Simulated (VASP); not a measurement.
# Lu (P6_3/mmc) in VASP: notebook, part 2 of 2

VASP 6.6.1. Earlier steps stand in the parts before.

## (3) Single point, BLYP (volume scaled by 0.96)

Contents of INCAR:

```
  PREC = Accurate
  ENCUT = 520
  EDIFF = 1E-7
  ISMEAR = -1
  SIGMA = 0.1
  LREAL = False
  LASPH = True
  NELM = 100
  ALGO = Normal
  ISIF = 2
  LWAVE = False
  LCHARG = False
  GGA = B5
  ALDAX = 1.0
  AGGAX = 1.0
  AGGAC = 1.0
  ALDAC = 0.0
  NBANDS = 32
```

Contents of KPOINTS:

```
regular mesh
0
Gamma
  17 17 10
```

Contents of POSCAR:

```
Lu
1.0
    3.4902399450      0.0000000000      0.0000000000
   -1.7451199725      3.0226364577      0.0000000000
    0.0000000000      0.0000000000      5.4328453666
Lu
2
Direct
    0.3333333333      0.6666666667      0.2500000000
    0.6666666667      0.3333333333      0.7500000000
```

Potentials or basis: VASP PAW PBE potentials, release 64 (Lu).

Command:

```
> cat potpaw_PBE.64/Lu/POTCAR > POTCAR
> mpirun -np 1 vasp_std > vasp.out
```

OUTCAR:

```text
PREC = Accurate
   ENCUT = 520
   EDIFF = 1E-7
   ISMEAR = -1
   LREAL = False
   LASPH = True
   NELM = 100
   ISIF = 2
   GGA = B5

 ion  position               nearest neighbor table
   1  0.333  0.667  0.250-   2 3.38   2 3.38   2 3.38   2 3.38   2 3.38   2 3.38
   2  0.667  0.333  0.750-   1 3.38   1 3.38   1 3.38   1 3.38   1 3.38   1 3.38

  LATTYP: Found a hexagonal cell.
 ALAT       =     3.4902399450
 C/A-ratio  =     1.5565821984

  Lattice vectors:

 A1 = (   3.4902399450,   0.0000000000,   0.0000000000)
 A2 = (  -1.7451199725,   3.0226364577,   0.0000000000)
 A3 = (   0.0000000000,   0.0000000000,   5.4328453666)

Analysis of symmetry for initial positions (statically):
=====================================================================
 Subroutine PRICEL returns:
 Original cell was already a primitive cell.

 Routine SETGRP: Setting up the symmetry group for a
 hexagonal supercell.

 Subroutine GETGRP returns: Found 24 space group operations
 (whereof 12 operations were pure point group operations)
 out of a pool of 24 trial point group operations.

The static configuration has the point symmetry D_3d.
 The point group associated with its full space group is D_6h.

Analysis of symmetry for dynamics (positions and initial velocities):
=====================================================================
 Subroutine PRICEL returns:
 Original cell was already a primitive cell.

 Routine SETGRP: Setting up the symmetry group for a
 hexagonal supercell.

 Subroutine GETGRP returns: Found 24 space group operations
 (whereof 12 operations were pure point group operations)
 out of a pool of 24 trial point group operations.

The dynamic configuration has the point symmetry D_3d.
 The point group associated with its full space group is D_6h.

 Subroutine INISYM returns: Found 24 space group operations
 (whereof 12 operations are pure point group operations),
[... 109 lines left out ...]
   EMIN   =  10.00;   EMAX   =-10.00  energy-range for DOS
   EFERMI =   0.00;   METHOD = LEGACY
   ISMEAR =    -1;   SIGMA  =   0.10  broadening in eV -4-tet -1-fermi 0-gaus
   EFERMI_NEDOS =   21; number of points for ismear=-14 and -15
   IALGO  =     38    algorithm
   IMIX   =      4    mixing-type and parameters
     AMIX     =   0.40;   BMIX     =  1.00
     AMIX_MAG =   1.60;   BMIX_MAG =  1.00
  volume/ion in A,a.u.               =      28.66       193.39
  Fermi-wavevector in a.u.,A,eV,Ry     =   1.564259  2.956021 33.292178  2.446906
  Thomas-Fermi vector in A             =   2.666909
   LORBIT       =      0    0 simple, 1 ext, 2 COOP (PROOUT), +10 PAW based schemes
   GGA     = B5    functional components
   LHFCALC =     F    Hartree Fock is set to
   AEXX    =    0.0000 exact exchange contribution
   IVDW    =     0    specifies the selected vdW correction
   LEPSILON=     F    determine dielectric tensor
   LRPA    =     F    only Hartree local field effects (RPA)
 non-spin polarized calculation
  energy-cutoff  :      520.00
  volume of cell :       57.32
 maximum number of plane-waves:      1580
 NGX is ok and might be reduce to    28
   NGX = 13   NGY = 13   NGZ = 21

 number of electron      50.0000017 magnetization

 Free energy of the ion-electron system (eV)
  ---------------------------------------------------
  ext. energy  EPLUGINS =         0.00000000
  ---------------------------------------------------
  free energy    TOTEN  =        -7.04698633 eV

  energy without entropy =       -6.94119086  energy(sigma->0) =       -6.99408859

 E-fermi :   2.7782     XC(G=0): -10.2723

 val. band max:        2.7662484479   @ k =   0.2941   0.0588   0.4000
 cond. band min:       2.7815254328   @ k =   0.2353   0.2353   0.4000
 fundamental gap:      0.0152769849
 Fermi energy:         2.7781742859

 k-point     1 :       0.0000    0.0000    0.0000
  band No.  band energies     occupation
      1     -53.2009      2.00000
      2     -53.1604      2.00000
      3     -24.3887      2.00000
      4     -23.9316      2.00000
      5     -23.9316      2.00000
      6     -23.8395      2.00000
[... 829 lines left out ...]
     31       6.9555      0.00000
     32       7.7648      0.00000

 [... further k-points ...]

------------------------ aborting loop because EDIFF is reached ----------------------------------------

  FORCE on cell =-STRESS in cart. coord.  units (eV):
  Direction    XX          YY          ZZ          XY          YZ          ZX
  --------------------------------------------------------------------------------------
  -------------------------------------------------------------------------------------
  Total        0.7467777      0.7467777      0.7638906      0.0000000      0.0000000      0.0000000
  in kB       20.8753301     20.8753301     21.3537030      0.0000000      0.0000000      0.0000000
  external PRESSURE =      21.0347877 kB  Pullay stress =       0.0000000 kB

 VOLUME and BASIS-vectors are now :
 -----------------------------------------------------------------------------
  energy-cutoff  :      520.00
  volume of cell :       57.32
      direct lattice vectors                 reciprocal lattice vectors
     3.490239945  0.000000000  0.000000000     0.286513253  0.165418504  0.000000000
    -1.745119972  3.022636458  0.000000000     0.000000000  0.330837007  0.000000000
     0.000000000  0.000000000  5.432845367     0.000000000  0.000000000  0.184065611

 POSITION                                       TOTAL-FORCE (eV/Angst)
 -----------------------------------------------------------------------------------
     -0.00000      2.01509      1.35821        -0.000000      0.000000      0.000000
      1.74512      1.00755      4.07463         0.000000     -0.000000      0.000000
 -----------------------------------------------------------------------------------
    total drift:                                0.000000     -0.000000      0.000000

  FREE ENERGIE OF THE ION-ELECTRON SYSTEM (eV)
  ---------------------------------------------------
  free  energy   TOTEN  =        -7.0469863303 eV

  energy  without entropy=       -6.9411908555  energy(sigma->0) =       -6.99408859
```

OSZICAR:

```text
N       E                     dE             d eps       ncg     rms          rms(c)
DAV:   1     0.246784047122E+03    0.24678E+03   -0.19245E+04 18208   0.508E+03
DAV:   2     0.227561528043E+02   -0.22403E+03   -0.21539E+03 13912   0.568E+02
DAV:   3    -0.458463532713E+01   -0.27341E+02   -0.26825E+02 18048   0.118E+02
DAV:   4    -0.718000473971E+01   -0.25954E+01   -0.25798E+01 19552   0.250E+01
DAV:   5    -0.725566040565E+01   -0.75656E-01   -0.75612E-01 19544   0.452E+00    0.528E+00
DAV:   6    -0.706203485643E+01    0.19363E+00   -0.80849E-01 19328   0.125E+01    0.223E+00
DAV:   7    -0.704671362726E+01    0.15321E-01   -0.11142E-01 17848   0.210E+00    0.585E-01
DAV:   8    -0.704614061364E+01    0.57301E-03   -0.17630E-02 19912   0.955E-01    0.145E-01
DAV:   9    -0.704698127119E+01   -0.84066E-03   -0.25124E-03 16120   0.316E-01    0.133E-01
DAV:  10    -0.704698188345E+01   -0.61226E-06   -0.33031E-04 19760   0.154E-01    0.214E-02
DAV:  11    -0.704698519910E+01   -0.33157E-05   -0.25716E-05 16120   0.339E-02    0.993E-03
DAV:  12    -0.704698632723E+01   -0.11281E-05   -0.33590E-06 18216   0.155E-02    0.160E-03
DAV:  13    -0.704698633026E+01   -0.30250E-08   -0.19295E-07 12776   0.492E-03
   1 F= -.70469863E+01 E0= -.69940886E+01  d E =-.105795E+00
```

stdout:

```text
POSCAR found type information on POSCAR Lu
 POSCAR found :  1 types and       2 ions
 scaLAPACK will be used
 -----------------------------------------------------------------------------
|                                                                             |
|                                                                             |
|     You enforced a specific xc type in the INCAR file but a different       |
|     I HOPE YOU KNOW WHAT YOU ARE DOING!                                     |
|                                                                             |
 -----------------------------------------------------------------------------

 LDA part: xc-table for (Slater(with rela. corr.)+VWN5), standard interpolation
 POSCAR, INCAR and KPOINTS ok, starting setup
 FFT: planning ... GRIDC
 FFT: planning ... GRID_SOFT
 FFT: planning ... GRID
 WAVECAR not read
 entering main loop
```

Wall time 4.6 min (1 thread of Oxide Virtual Turin-like, shared host); peak memory 0.37 GiB.

What came out:

```yaml
Free_energy: -7.0470 eV
Pressure: 2.1 GPa
Band_gap_on_the_k_mesh: zero (band 25 reaches 3.96 eV, above the bottom of band 26 at 2.19 eV)
```

Caveat: the PAW data sets were made with another functional, which shifts forces and pressure a little; spin-orbit coupling is left out, which moves the levels of the heavy elements.

## (4) Single point, BLYP

Contents of INCAR:

```
PREC     = Accurate       # precision mode
ENCUT    = 520            # plane-wave cutoff, eV
EDIFF    = 1E-6           # SCF threshold, eV
ISMEAR   = -1             # smearing method
SIGMA    = 0.1            # smearing width, eV
LREAL    = False          # projectors in reciprocal space
LASPH    = True           # aspherical terms in the spheres
NELM     = 100            # most SCF steps
ALGO     = Normal         # electronic algorithm
ISIF     = 2              # what is computed and relaxed
LWAVE    = False          # write WAVECAR
LCHARG   = False          # write CHGCAR
GGA      = B5             # functional
ALDAX    = 1.0          
AGGAX    = 1.0          
AGGAC    = 1.0          
ALDAC    = 0.0          
NBANDS   = 32             # bands
```

KPOINTS is that of step 3.

Contents of POSCAR:

```
Lu
1.0
    3.5380573931      0.0000000000      0.0000000000
   -1.7690286966      3.0640475825      0.0000000000
    0.0000000000      0.0000000000      5.5072771551
Lu
2
Direct
    0.3333333333      0.6666666667      0.2500000000
    0.6666666667      0.3333333333      0.7500000000
```

Command:

```
> cat potpaw_PBE.64/Lu/POTCAR > POTCAR
> mpirun -np 1 vasp_std > vasp.out
```

It took 4.1 min on 1 thread of Oxide Virtual Turin-like, shared host; peak memory 0.38 GiB.

It converged, with:

```
Free energy            : -7.0654 eV
Pressure               : 0.1 GPa
Band gap on the k mesh : zero (band 25 reaches 3.78 eV, above the bottom of band 26 at 2.03 eV)
```

Levels at points of the mesh, in eV from the Fermi level:
```tsv
k point	band 22	band 23	band 24	band 25	band 26	band 27	band 28	band 29
(0.00, 0.00, 0.00)	-5.00	-4.99	-2.33	0.82	2.02	2.02	2.45	2.72
(0.00, 0.00, 0.50)	-5.00	-4.21	-4.21	1.16	1.16	1.91	1.91	1.91
```

Caveat: the PAW data sets were made with another functional, which shifts forces and pressure a little; spin-orbit coupling is left out, which moves the levels of the heavy elements.

## (5) Overview

```tsv
cell	k mesh	gap on the mesh (eV)	pressure (GPa)
a = 3.538, b = 3.538, c = 5.507 Å, angles 90.0, 90.0, 120.0°, 2 atoms	10 × 10 × 6	none	0.1
a = 3.490, b = 3.490, c = 5.433 Å, angles 90.0, 90.0, 120.0°, 2 atoms	17 × 17 × 10	none	2.1
a = 3.538, b = 3.538, c = 5.507 Å, angles 90.0, 90.0, 120.0°, 2 atoms	17 × 17 × 10	none	0.1
```

Alike in all rows: task single point; level BLYP; potentials or basis VASP PAW PBE potentials, release 64 (Lu); no spin polarisation; cutoff (eV) 520; smearing fermi-dirac 0.1 eV.

Caveats: the PAW data sets were made with another functional, which shifts forces and pressure a little; spin-orbit coupling is left out, which moves the levels of the heavy elements.

Absolute energies hang on the potentials; compare differences alone.
